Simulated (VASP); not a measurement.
Input of a VASP 6.6.1 run:

File INCAR:

```
PREC = Accurate ; ENCUT = 520
EDIFF = 1E-7 ; ISMEAR = 0
SIGMA = 0.01 ; LREAL = Auto
LASPH = T ; NELM = 80
ALGO = Normal ; ISIF = 2
LWAVE = F ; LCHARG = F
GGA = PE ; NBANDS = 157
```

File KPOINTS:

```
Automatic mesh
0
Gamma
  1 1 1
  0.25 0.25 0.25
```

File POSCAR:

```
Li8LaNb7O23
1.0
    2.5949501352      1.4981951591      4.6722232478
   -5.1899002704      2.9963903182      9.3444464955
    0.0000000000     -5.9927806363      9.3444464955
Li Nb O La
8 7 23 1
Direct
    0.7202064539      0.3558967122      0.3589398325
    0.1761107220      0.1145374772      0.1375837026
    0.7100180750      0.3621256078      0.8608286385
    0.2327658597      0.1099010027      0.6071246862
    0.7221343632      0.8518906238      0.3713774104
    0.2185966756      0.6068991722      0.1143678851
    0.7747933054      0.8185741319      0.8518645022
    0.2042874752      0.6042239581      0.6104293607
    0.9831754888      0.4955544928      0.5076495662
    0.5022024196      0.2473742815      0.2493168979
    0.9973763465      0.4973954804      1.0057615704
    0.9957160811      1.0070492080      0.5019852400
    0.5045222910      0.7443311505      0.2542497455
    0.9807078298      0.9859126375      1.0174703946
    0.5004239198      0.7490391426      0.7518097083
    0.2735100788      0.3224653683      0.4416862943
    0.6410941315      0.4431613677      0.1399230159
    0.8709174418      0.1412547963      0.3262260423
    0.4177456884      0.0621672776      0.3774261424
    0.8096442477      0.1931704535      0.0671134374
    0.1410568444      0.3894364531      0.1969767142
    0.2871079303      0.3140674205      0.9629871057
    0.6227498411      0.4513768388      0.6302205549
    1.0277000040      0.1347649096      0.8162482308
    0.8381362899      0.1909597365      0.5448404888
    0.0862593079      0.4198564405      0.6828930377
    0.2807466914      0.8324778995      0.4273411158
    0.6047139608      0.9704264018      0.0909093233
    0.8728528666      0.6571369649      0.3124286237
    0.3821640582      0.5751859484      0.3810550709
    0.7809956942      0.6922761882      0.0689770020
    0.1347455076      0.8948572314      0.1861078710
    0.2877342275      0.8154691675      0.9505478654
    0.6447604269      0.9445059798      0.6505193191
    0.8957778217      0.6340867885      0.8206948327
    0.3898302973      0.5720013536      0.8888277619
    0.7596730071      0.7074132703      0.5674086426
    0.1333421430      0.8933533841      0.7015444687
    0.4742405935      0.2244471750      0.7681917666
```

Potentials or basis: VASP PAW PBE potentials, release 64 (Li_sv, Nb_sv, O, La).

Command:

```bash
$ cat potpaw_PBE.64/Li_sv/POTCAR potpaw_PBE.64/Nb_sv/POTCAR potpaw_PBE.64/O/POTCAR potpaw_PBE.64/La/POTCAR > POTCAR
$ mpirun -np 1 vasp_std > vasp.out
```

Estimate the largest force.

0.061 eV/Å.

Estimate the band gap on the k mesh.

3.46 eV.

Forces in eV/Å, atoms in the order of the input:
```
Li  -0.005 -0.002 -0.002
Li   0.002  0.015 -0.003
Li   0.004 -0.002 -0.013
Li  -0.004 -0.002 -0.010
Li  -0.001  0.006 -0.014
Li   0.003  0.003 -0.003
Li  -0.014  0.003  0.007
Li  -0.004  0.000 -0.002
Nb  -0.014  0.024  0.020
Nb   0.004  0.004  0.053
Nb   0.012  0.018  0.029
Nb  -0.009  0.020  0.013
Nb  -0.012  0.018  0.024
Nb   0.011 -0.026  0.028
Nb   0.003  0.023  0.042
O    0.008  0.013 -0.017
O    0.001 -0.017 -0.017
O   -0.007 -0.019 -0.004
O   -0.011 -0.017 -0.016
O   -0.006 -0.013 -0.012
O   -0.002  0.010 -0.012
O    0.015  0.009 -0.010
O    0.011 -0.015 -0.019
O    0.002  0.017  0.017
O    0.007 -0.022  0.010
O    0.017  0.006  0.017
O    0.004  0.004 -0.012
O    0.006 -0.030 -0.015
O    0.007 -0.027  0.004
O   -0.003 -0.008 -0.015
O   -0.002 -0.020  0.001
O    0.013  0.015  0.003
O   -0.002  0.000 -0.016
O    0.021  0.001  0.002
O    0.000 -0.006 -0.014
O   -0.008 -0.016 -0.015
O    0.013 -0.016 -0.005
O   -0.014  0.007 -0.017
La  -0.047  0.039 -0.005
```

Caveat: the k points lie up to 1.14 Å⁻¹ apart, too coarse for converged energies, forces and pressures; spin-orbit coupling is left out, which moves the levels of the heavy elements.
